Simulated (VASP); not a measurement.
# SrCl2 (Fm-3m) in VASP: further runs, part 2 of 3

VASP 6.6.1. The steps go on from the part before.

## Step 3: Single point, r2SCAN (31.37 Å³/atom)

This run uses another cell than the first one, of 31.37 Å³/atom.

Contents of POSCAR:

```
SrCl2
1.0
    0.0000000000      3.6103573965      3.6103573965
    3.6103573965      0.0000000000      3.6103573965
    3.6103573965      3.6103573965      0.0000000000
Sr Cl
1 2
Direct
    0.0000000000      0.0000000000      0.0000000000
    0.2500000000      0.2500000000      0.2500000000
    0.7500000000      0.7500000000      0.7500000000
```

Contents of INCAR.step1:

```
PREC = Accurate ; ENCUT = 520
ISMEAR = 0 ; SIGMA = 0.02
LREAL = False ; LASPH = True
NELM = 60 ; NBANDS = 19
GGA = PE ; ALGO = Normal
EDIFF = 1E-4 ; LWAVE = True
LCHARG = False
```

Contents of INCAR.step2:

```
PREC = Accurate ; ENCUT = 520
EDIFF = 1E-6 ; ISMEAR = 0
SIGMA = 0.02 ; LREAL = False
LASPH = True ; NELM = 60
ALGO = Normal ; ISIF = 2
LWAVE = False ; LCHARG = False
METAGGA = R2SCAN ; LMIXTAU = True
NBANDS = 19 ; ISTART = 1
```

Contents of KPOINTS:

```
regular mesh
0
Gamma
  6 6 6
```

Potentials or basis: VASP PAW PBE potentials, release 64 (Sr_sv, Cl).

Launch:

```
$ cat potpaw_PBE.64/Sr_sv/POTCAR potpaw_PBE.64/Cl/POTCAR > POTCAR
$ cp INCAR.step1 INCAR
$ mpirun -np 1 vasp_std > vasp.out
$ cp INCAR.step2 INCAR
$ mpirun -np 1 vasp_std > vasp.out
```

OUTCAR:

```text
PREC = Accurate
   ENCUT = 520
   EDIFF = 1E-6
   ISMEAR = 0
   LREAL = False
   LASPH = True
   NELM = 60
   ISIF = 2
   METAGGA = R2SCAN
   ISTART = 1

 ion  position               nearest neighbor table
   1  0.000  0.000  0.000-   2 3.13   3 3.13   3 3.13   3 3.13   3 3.13   2 3.13   2 3.13   2 3.13

   2  0.250  0.250  0.250-   1 3.13   1 3.13   1 3.13   1 3.13
   3  0.750  0.750  0.750-   1 3.13   1 3.13   1 3.13   1 3.13

  LATTYP: Found a face centered cubic cell.
 ALAT       =     7.2207147930

  Lattice vectors:

 A1 = (   0.0000000000,   3.6103573965,   3.6103573965)
 A2 = (   3.6103573965,   0.0000000000,   3.6103573965)
 A3 = (   3.6103573965,   3.6103573965,   0.0000000000)

Analysis of symmetry for initial positions (statically):
=====================================================================
 Subroutine PRICEL returns:
 Original cell was already a primitive cell.

 Routine SETGRP: Setting up the symmetry group for a
 face centered cubic supercell.

 Subroutine GETGRP returns: Found 48 space group operations
 (whereof 48 operations were pure point group operations)
 out of a pool of 48 trial point group operations.

The static configuration has the point symmetry O_h .

Analysis of symmetry for dynamics (positions and initial velocities):
=====================================================================
 Subroutine PRICEL returns:
 Original cell was already a primitive cell.

 Routine SETGRP: Setting up the symmetry group for a
 face centered cubic supercell.

 Subroutine GETGRP returns: Found 48 space group operations
 (whereof 48 operations were pure point group operations)
 out of a pool of 48 trial point group operations.

[... 106 lines left out ...]
   EMIN   =  10.00;   EMAX   =-10.00  energy-range for DOS
   EFERMI =   0.00;   METHOD = LEGACY
   ISMEAR =     0;   SIGMA  =   0.02  broadening in eV -4-tet -1-fermi 0-gaus
   EFERMI_NEDOS =   21; number of points for ismear=-14 and -15
   IALGO  =     38    algorithm
   IMIX   =      4    mixing-type and parameters
     AMIX     =   0.40;   BMIX     =  1.00
     AMIX_MAG =   1.60;   BMIX_MAG =  1.00
  volume/ion in A,a.u.               =      31.37       211.72
  Fermi-wavevector in a.u.,A,eV,Ry     =   1.038130  1.961781 14.663186  1.077714
  Thomas-Fermi vector in A             =   2.172600
   LORBIT       =      0    0 simple, 1 ext, 2 COOP (PROOUT), +10 PAW based schemes
   METAGGA = R2SCAN    functional components
   LHFCALC =     F    Hartree Fock is set to
   AEXX    =    0.0000 exact exchange contribution
   IVDW    =     0    specifies the selected vdW correction
   LEPSILON=     F    determine dielectric tensor
   LRPA    =     F    only Hartree local field effects (RPA)
 non-spin polarized calculation
 Gauss-broadening in eV      SIGMA  =   0.02
  energy-cutoff  :      520.00
  volume of cell :       94.12
 maximum number of plane-waves:      2637
 NGX is ok and might be reduce to    40
   NGX = 19   NGY = 19   NGZ = 19

 number of electron      24.0000000 magnetization

 Free energy of the ion-electron system (eV)
  ---------------------------------------------------
  ext. energy  EPLUGINS =         0.00000000
  ---------------------------------------------------
  free energy    TOTEN  =       -35.61758458 eV

  energy without entropy =      -35.61758458  energy(sigma->0) =      -35.61758458

 E-fermi :  -0.6323     XC(G=0):  -8.2976

 val. band max:       -0.8558038321   @ k =   0.5000   0.5000   0.0000
 cond. band min:       4.7323474427   @ k =   0.0000   0.0000   0.0000
 fundamental gap:      5.5881512748
 Fermi energy:        -0.6323002224

 k-point     1 :       0.0000    0.0000    0.0000
  band No.  band energies     occupation
      1     -35.1692      2.00000
      2     -16.4988      2.00000
      3     -16.4988      2.00000
      4     -16.4988      2.00000
      5     -14.4406      2.00000
      6     -13.7606      2.00000
[... 329 lines left out ...]
      6     -13.9474      2.00000
[... 11 lines left out ...]
     18       8.8368      0.00000
     19       9.3363      0.00000

------------------------ aborting loop because EDIFF is reached ----------------------------------------

  FORCE on cell =-STRESS in cart. coord.  units (eV):
  Direction    XX          YY          ZZ          XY          YZ          ZX
  --------------------------------------------------------------------------------------
  -------------------------------------------------------------------------------------
  Total       -1.6871246     -1.6871246     -1.6871246      0.0000000     -0.0000000      0.0000000
  in kB      -28.7195189    -28.7195189    -28.7195189      0.0000000     -0.0000000      0.0000000
  external PRESSURE =     -28.7195189 kB  Pullay stress =       0.0000000 kB

 VOLUME and BASIS-vectors are now :
 -----------------------------------------------------------------------------
  energy-cutoff  :      520.00
  volume of cell :       94.12
      direct lattice vectors                 reciprocal lattice vectors
     0.000000000  3.610357396  3.610357396    -0.138490444  0.138490444  0.138490444
     3.610357396  0.000000000  3.610357396     0.138490444 -0.138490444  0.138490444
     3.610357396  3.610357396  0.000000000     0.138490444  0.138490444 -0.138490444

 POSITION                                       TOTAL-FORCE (eV/Angst)
 -----------------------------------------------------------------------------------
      0.00000      0.00000      0.00000        -0.000000     -0.000000     -0.000000
      1.80518      1.80518      1.80518         0.000000      0.000000     -0.000000
      5.41554      5.41554      5.41554         0.000000     -0.000000      0.000000
 -----------------------------------------------------------------------------------
    total drift:                               -0.000000     -0.000000      0.000000

  FREE ENERGIE OF THE ION-ELECTRON SYSTEM (eV)
  ---------------------------------------------------
  free  energy   TOTEN  =       -35.6175845840 eV

  energy  without entropy=      -35.6175845840  energy(sigma->0) =      -35.61758458
```

OUTCAR.step1:

```text
PREC = Accurate
   ENCUT = 520
   ISMEAR = 0
   LREAL = False
   LASPH = True
[... 567 lines left out ...]
      0.00000      0.00000      0.00000        -0.000000      0.000000     -0.000000
      1.80518      1.80518      1.80518         0.000000     -0.000000      0.000000
      5.41554      5.41554      5.41554         0.000000      0.000000      0.000000
 -----------------------------------------------------------------------------------
    total drift:                               -0.000000     -0.000000      0.000000

  FREE ENERGIE OF THE ION-ELECTRON SYSTEM (eV)
  ---------------------------------------------------
  free  energy   TOTEN  =       -12.7467197041 eV

  energy  without entropy=      -12.7467197041  energy(sigma->0) =      -12.74671970
```

OSZICAR.step1:

```text
N       E                     dE             d eps       ncg     rms          rms(c)
DAV:   1     0.144203310462E+03    0.14420E+03   -0.11218E+04   608   0.112E+03
DAV:   2    -0.304546355485E+01   -0.14725E+03   -0.14240E+03   782   0.223E+02
DAV:   3    -0.127202334012E+02   -0.96748E+01   -0.96433E+01   794   0.568E+01
DAV:   4    -0.130716560022E+02   -0.35142E+00   -0.35086E+00  1026   0.902E+00
DAV:   5    -0.130743762245E+02   -0.27202E-02   -0.27200E-02   818   0.843E-01    0.102E+01
DAV:   6    -0.127286461360E+02    0.34573E+00   -0.70769E-01   712   0.451E+00    0.671E+00
DAV:   7    -0.127323251695E+02   -0.36790E-02   -0.33785E-01   819   0.340E+00    0.233E+00
DAV:   8    -0.127443422982E+02   -0.12017E-01   -0.50335E-02   703   0.128E+00    0.386E-01
DAV:   9    -0.127451869588E+02   -0.84466E-03   -0.22945E-03   786   0.264E-01    0.141E-01
DAV:  10    -0.127466618569E+02   -0.14749E-02   -0.11446E-03   649   0.194E-01    0.330E-02
DAV:  11    -0.127467197041E+02   -0.57847E-04   -0.35563E-05   673   0.348E-02
   1 F= -.12746720E+02 E0= -.12746720E+02  d E =-.807245E-34
```

Run time: 98 s. Hardware: 1 thread of AMD EPYC 7R13 (Zen 3), shared host; peak memory 0.23 GiB.

Results:

```yaml
Free_energy: -35.6176 eV
Pressure: -2.9 GPa
Band_gap_on_the_k_mesh: 5.59 eV (least direct gap 5.90 eV)
```

Levels at points of the mesh, in eV from the valence-band top:
| k point | band 10 | band 11 | band 12 | band 13 | band 14 | band 15 |
| --- | --- | --- | --- | --- | --- | --- |
| (0.00, 0.00, 0.00) | -0.31 | -0.31 | -0.31 | 5.59 | 6.69 | 6.69 |
| (0.50, 0.00, 0.00) | -1.16 | -0.93 | -0.93 | 7.18 | 7.18 | 7.87 |
| (0.50, 0.50, 0.00) | -0.33 | -0.33 | 0.00 | 6.02 | 7.49 | 7.94 |

Caveat: the PAW data sets were made with another functional, which shifts forces and pressure a little. r2SCAN opens gaps a little over a GGA but as a rule still falls short of measured ones.

(Part 2 of 3 ends here.)
